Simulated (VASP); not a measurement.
A run of VASP 6.6.1 is set up as follows.

Contents of INCAR:

```
SYSTEM = AlAu2
  ALGO = Normal
  DIPOL = 0.5 0.5 0.500
  EDIFF = 1E-7
  ENCUT = 520
  GGA = PE
  IDIPOL = 3
  ISIF = 2
  ISMEAR = 0
  LASPH = .True.
  LCHARG = .False.
  LDIPOL = .True.
  LREAL = .False.
  LWAVE = .False.
  NBANDS = 20
  NELM = 80
  PREC = Accurate
  SIGMA = 0.1
```

KPOINTS

```
k-points
0
Gamma
  6 6 1
  0 0 0
```

The input POSCAR:

```
AlAu2
1.0
    3.3863260000      0.0000000000      0.0000000000
    0.0000000000      3.3863260000      0.0000000000
    0.0000000000      0.0000000000     17.0000000000
Al Au
1 2
Direct
    0.5000000000      0.5000000000      0.5000000000
    0.0000000000      0.0000000000      0.5799131200
    0.0000000000      0.0000000000      0.4200868800
```

Potentials or basis: VASP PAW PBE potentials, release 64 (Al, Au).

Command:

```console
$ cat potpaw_PBE.64/Al/POTCAR potpaw_PBE.64/Au/POTCAR > POTCAR
$ mpirun -np 1 vasp_std > vasp.out
```

(1) Estimate the band gap on the k mesh.

(2) Estimate the largest force.

Results:

(1) zero (an odd number of electrons rules out a gap without spin polarisation).

(2) 0.377 eV/Å.

Caveat: spin-orbit coupling is left out, which moves the levels of the heavy elements.
